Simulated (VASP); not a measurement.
TiOs3:

```
Ti Os
1.0
     3.88773    0.00000    0.00000
     0.00000    3.88773    0.00000
     0.00000    0.00000    3.88773
Ti Os
1 3
Direct
  0.00000 0.00000 0.00000
  0.50000 0.50000 0.00000
  0.50000 0.00000 0.50000
  0.00000 0.50000 0.50000
```

Base run:

| Item | Value |
| --- | --- |
| Program | VASP 6.6.1 |
| Functional | PBE |
| Potentials or basis | VASP PAW PBE potentials, release 64 (Ti_sv, Os) |
| Cutoff | 520 eV |
| k mesh | 6 × 6 × 6 |
| Occupations | fermi-dirac, width 0.05 eV |
| Spin | no spin polarisation |

Its results: band gap on the k mesh zero (band 18 reaches 11.63 eV, above the bottom of band 19 at 7.81 eV); pressure -1.5 GPa.

Task: The run is repeated on the same cell with these changes: occupations from fermi-dirac, width 0.05 eV to fermi-dirac, width 0.2 eV. What comes out?

Result: Band gap on the k mesh zero (band 18 reaches 11.63 eV, above the bottom of band 19 at 7.81 eV); pressure -0.5 GPa.

Caveats: spin-orbit coupling is left out, which moves the levels of the heavy elements.
